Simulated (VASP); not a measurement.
CoSn:

```
Co Sn
1.0
     5.29661    0.00000    0.00000
    -2.64831    4.58700    0.00000
     0.00000    0.00000    4.23024
Co Sn
3 3
Direct
  0.00000 0.50000 0.00000
  0.50000 0.50000 0.00000
  0.50000 0.00000 0.00000
  0.66667 0.33333 0.50000
  0.33333 0.66667 0.50000
  0.00000 0.00000 0.00000
```

| Item | Value |
| --- | --- |
| Program | VASP 6.6.1 |
| Task | relaxation of cell and atoms |
| Functional | PBEsol |
| Potentials or basis | VASP PAW PBE potentials, release 64 (Co, Sn_d) |
| Cutoff | 600 eV |
| k mesh | 9 × 9 × 8 |
| Occupations | gaussian, width 0.1 eV |
| Spin | no spin polarisation |

At the start: pressure -5.8 GPa; volume 17.13 Å³/atom.

Task: How do energy, volume and symmetry change on relaxing?

Result: Over 8 steps the energy falls by 14.1 meV/atom and the volume is 16.39 Å³/atom (-4.3 %); space group P6/mmm (No. 191, to 0.05 Å).

Step by step:
```tsv
step	energy change (eV)	largest force (eV/Å)	pressure (GPa)	volume (Å³)
1	0.0000	0.0000	-5.76	102.78
2	0.0151	0.0000	7.54	93.89
3	-0.0844	0.0000	-0.09	98.34
4	-0.0844	0.0000	0.09	98.26
5	-0.0844	0.0000	-0.10	98.37
6	-0.0844	0.0000	0.06	98.32
7	-0.0844	0.0000	-0.05	98.34
8	-0.0844	0.0000	-0.01	98.33
```

Final structure:
```cif
data_structure
_symmetry_space_group_name_H-M 'P 1'
_symmetry_Int_Tables_number 1
_cell_length_a 5.2200
_cell_length_b 5.2200
_cell_length_c 4.1672
_cell_angle_alpha 90.000
_cell_angle_beta 90.000
_cell_angle_gamma 120.000
_cell_volume 98.33
loop_
_atom_site_label
_atom_site_type_symbol
_atom_site_fract_x
_atom_site_fract_y
_atom_site_fract_z
_atom_site_occupancy
Co1 Co 0.00000 0.50000 0.00000 1
Co2 Co 0.50000 0.50000 0.00000 1
Co3 Co 0.50000 0.00000 0.00000 1
Sn1 Sn 0.66667 0.33333 0.50000 1
Sn2 Sn 0.33333 0.66667 0.50000 1
Sn3 Sn 0.00000 0.00000 0.00000 1
```

Caveat: the PAW data sets were made with another functional, which shifts forces and pressure a little.
